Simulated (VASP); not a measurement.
Set up this calculation in VASP 6.6.1, as the native input.

| Item | Value |
| --- | --- |
| Task | single point |
| Functional | PBEsol |
| Potentials or basis | VASP PAW PBE potentials, release 64 (W_sv) |
| Cutoff | 520 eV |
| k mesh | 8 × 8 × 8 |
| Occupations | gaussian, width 0.1 eV |
| Spin | no spin polarisation |
| Dipole correction | no |
| Further INCAR settings | ALGO = Fast; EDIFF = 1e-07; NBANDS = 66 |

The structure of W lies in POSCAR:

```
W
1.0
    5.0830000000      0.0000000000      0.0000000000
    0.0000000000      5.0830000000      0.0000000000
    0.0000000000      0.0000000000      5.0830000000
W
8
Direct
    0.0000000000      0.0000000000      0.0000000000
    0.5000000000      0.5000000000      0.5000000000
    0.0000000000      0.5000000000      0.2500000000
    0.0000000000      0.5000000000      0.7500000000
    0.2500000000      0.0000000000      0.5000000000
    0.7500000000      0.0000000000      0.5000000000
    0.5000000000      0.7500000000      0.0000000000
    0.5000000000      0.2500000000      0.0000000000
```

The input as run:

INCAR

```
PREC     = Accurate       # precision mode
ENCUT    = 520            # plane-wave cutoff, eV
EDIFF    = 1E-7           # SCF threshold, eV
ISMEAR   = 0              # smearing method
SIGMA    = 0.1            # smearing width, eV
LREAL    = F              # projectors in reciprocal space
LASPH    = T              # aspherical terms in the spheres
NELM     = 100            # most SCF steps
ALGO     = Fast           # electronic algorithm
ISIF     = 2              # what is computed and relaxed
LWAVE    = F              # write WAVECAR
LCHARG   = F              # write CHGCAR
GGA      = PS             # functional
NBANDS   = 66             # bands
```

KPOINTS

```
Automatic mesh
0
Gamma
  8 8 8
```

Potentials or basis: VASP PAW PBE potentials, release 64 (W_sv).

Run with:

```sh
$ cat potpaw_PBE.64/W_sv/POTCAR > POTCAR
$ mpirun -np 1 vasp_std > vasp.out
```

Results of the run:

| Quantity | Value |
| --- | --- |
| Pressure | -8.4 GPa |
| Band gap on the k mesh | zero (bands 56 and 57 overlap by 0.82 eV) |

Caveat: the cell stands under tension; the PAW data sets were made with another functional, which shifts forces and pressure a little; spin-orbit coupling is left out, which moves the levels of the heavy elements.

It took 5.2 min on 1 thread of Intel(R) Xeon(R) Platinum 8488C (Sapphire Rapids) (shared host), peak memory 0.36 GiB.
